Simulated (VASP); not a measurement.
Input of a VASP 6.6.1 run:

Contents of POSCAR:

```
HgTe
1.0
   11.3000000000      0.0000000000      0.0000000000
    0.0000000000      9.3000000000      0.0000000000
    0.0000000000      0.0000000000      2.7144428044
Hg Te
1 1
Direct
    0.3980214341      0.5000000000      0.0000000000
    0.6019785659      0.5000000000      0.5000000000
```

Contents of INCAR.step1:

```
SYSTEM = HgTe
ALGO = Normal
EDIFF = 1E-4
ENCUT = 520
GGA = PE
ISMEAR = 0
ISPIN = 2
LASPH = .TRUE.
LCHARG = .FALSE.
LREAL = .FALSE.
LWAVE = .TRUE.
MAGMOM = 0.5 0.5
NBANDS = 20
NELM = 150
PREC = Accurate
SIGMA = 0.05
```

The input INCAR.step2:

```
SYSTEM = HgTe
ALGO = Normal
EDIFF = 1E-6
ENCUT = 520
ISIF = 2
ISMEAR = 0
ISPIN = 2
ISTART = 1
LASPH = .TRUE.
LCHARG = .FALSE.
LMIXTAU = .TRUE.
LORBIT = 11
LREAL = .FALSE.
LWAVE = .FALSE.
MAGMOM = 0.5 0.5
METAGGA = R2SCAN
NBANDS = 20
NELM = 150
PREC = Accurate
SIGMA = 0.05
```

Contents of KPOINTS:

```
k-points
0
G
  1 1 24
  0 0 0
```

Potentials or basis: VASP PAW PBE potentials, release 64 (Hg, Te).

Command:

```sh
$ cat potpaw_PBE.64/Hg/POTCAR potpaw_PBE.64/Te/POTCAR > POTCAR
$ cp INCAR.step1 INCAR
$ mpirun -np 1 vasp_std > vasp.out
$ cp INCAR.step2 INCAR
$ mpirun -np 1 vasp_std > vasp.out
```

Q: Estimate the largest force.

A: 3.401 eV/Å.

Q: Estimate the site moments.

A: Hg -0.00; Te +0.05 μB.

Forces in eV/Å, atoms in the order of the input:
```
Hg  -3.401  0.000  0.000
Te   3.401  0.000  0.000
```

Caveat: a moment this small can come from the mesh or the smearing; the PAW data sets were made with another functional, which shifts forces and pressure a little.
